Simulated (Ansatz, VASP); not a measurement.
**Two plane-wave programs on CuF**

Contents of INCAR:

```
SYSTEM = CuF
PREC = Accurate
ENCUT = 520
EDIFF = 1E-6
ISMEAR = -1
SIGMA = 0.02
LREAL = .FALSE.
LASPH = .TRUE.
NELM = 60
ALGO = Normal
ISIF = 2
LWAVE = .FALSE.
LCHARG = .FALSE.
GGA = PE
NBANDS = 26
```

KPOINTS

```
regular mesh
0
G
  12 12 4
  0 0 0
```

POSCAR

```
CuF
1.0
    2.7625361922      0.0000000000      0.0000000000
   -1.3812680961      2.3924265213      0.0000000000
    0.0000000000      0.0000000000      6.4019834707
Cu F
2 2
Direct
    0.0000000000      0.0000000000      0.0000000000
    0.0000000000      0.0000000000      0.5000000000
    0.3333333333      0.6666666667      0.2500000000
    0.6666666667      0.3333333333      0.7500000000
```

Input for Ansatz:

```yaml
crystal:
  lattice:
    - [2.7625361922, 0.0, 0.0]
    - [-1.3812680961, 2.3924265213, 0.0]
    - [0.0, 0.0, 6.4019834707]
  atoms:
    - { symbol: Cu, position: [0.0, 0.0, 0.0] }
    - { symbol: Cu, position: [0.0, 0.0, 0.5] }
    - { symbol: F, position: [0.3333333333, 0.6666666667, 0.25] }
    - { symbol: F, position: [0.6666666667, 0.3333333333, 0.75] }
kpoints:
  mp_grid: { grid: [12, 12, 4] }
  band_path:
    path:
      - [[0.0, 0.0, 0.0], [0.5, 6.418612096238e-18, 0.0], [0.3333333333333, 0.3333333333333, 0.0], [0.0, 0.0, 0.0], [0.0, 0.0, 0.5], [0.5, 6.418612096238e-18, 0.5], [0.3333333333333, 0.3333333333333, 0.5], [0.0, 0.0, 0.5]]
      - [[0.5, 6.418612096238e-18, 0.5], [0.5, 6.418612096238e-18, 0.0]]
      - [[0.3333333333333, 0.3333333333333, 0.5], [0.3333333333333, 0.3333333333333, 0.0]]
    npoints: 10
hamiltonian:
  xc: pbe
scf:
  occupations: { method: fermi_dirac, width: 0.02 }
  n_extra_bands: 5
output:
  forces: true
  stress: true
  eigenvalues: true
```

Alike in both runs: task single point; functional PBE; k mesh 12 × 12 × 4; occupations fermi-dirac, width 0.02 eV; no spin polarisation.

```csv
,VASP,Ansatz
version,VASP 6.6.1,Ansatz 0.2.0
potentials or method,"VASP PAW PBE potentials, release 64 (Cu, F)","plane waves, PAW"
plane-wave cutoff (eV),520,420
valence electrons in the cell,36,52
```

VASP gave:

```
pressure (GPa)                                                : 6.3
traceless stress, the component that is largest in VASP (GPa) : 1.65
```

Question: What did Ansatz give for the same quantities?

Answer: Pressure (GPa): 6.4; traceless stress, the component that is largest in VASP (GPa): 1.66.

With one functional, cell and mesh, what is left measures potentials, basis and numerics. VASP's potentials hold 36 valence electrons a cell and Ansatz's 52, so a difference there can come from the potentials and not from the codes.
